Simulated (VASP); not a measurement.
A run of VASP 6.6.1:

File INCAR:

```
SYSTEM = ZnAg
PREC = Accurate
ENCUT = 520
EDIFF = 1E-6
ISMEAR = 0
SIGMA = 0.1
LREAL = .False.
LASPH = .True.
NELM = 100
ALGO = Normal
ISIF = 2
LWAVE = .False.
LCHARG = .False.
GGA = PS
IVDW = 12
NBANDS = 18
```

The input KPOINTS:

```
Automatic mesh
0
Gamma
  10 10 6
  0 0 0
```

Contents of POSCAR:

```
ZnAg
1.0
    1.5160099748     -2.2480448178      0.0000000000
    1.5160099748      2.2480448178      0.0000000000
    0.0000000000      0.0000000000      4.3297096486
Zn Ag
1 1
Direct
    0.5000000000      0.5000000000      0.5000000000
    0.0000000000      0.0000000000      0.0000000000
```

Potentials or basis: VASP PAW PBE potentials, release 64 (Zn, Ag).

The run is started by

```console
$ cat potpaw_PBE.64/Zn/POTCAR potpaw_PBE.64/Ag/POTCAR > POTCAR
$ mpirun -np 1 vasp_std > vasp.out
```

Hardware: 1 thread of Intel Xeon 6975P-C (shared host).

How long does it take, and how much memory?

Wall time 23 s on 1 thread of Intel Xeon 6975P-C, with other jobs on the host, peak memory 0.2 GiB. Counts: scf iterations 12, k points 124.
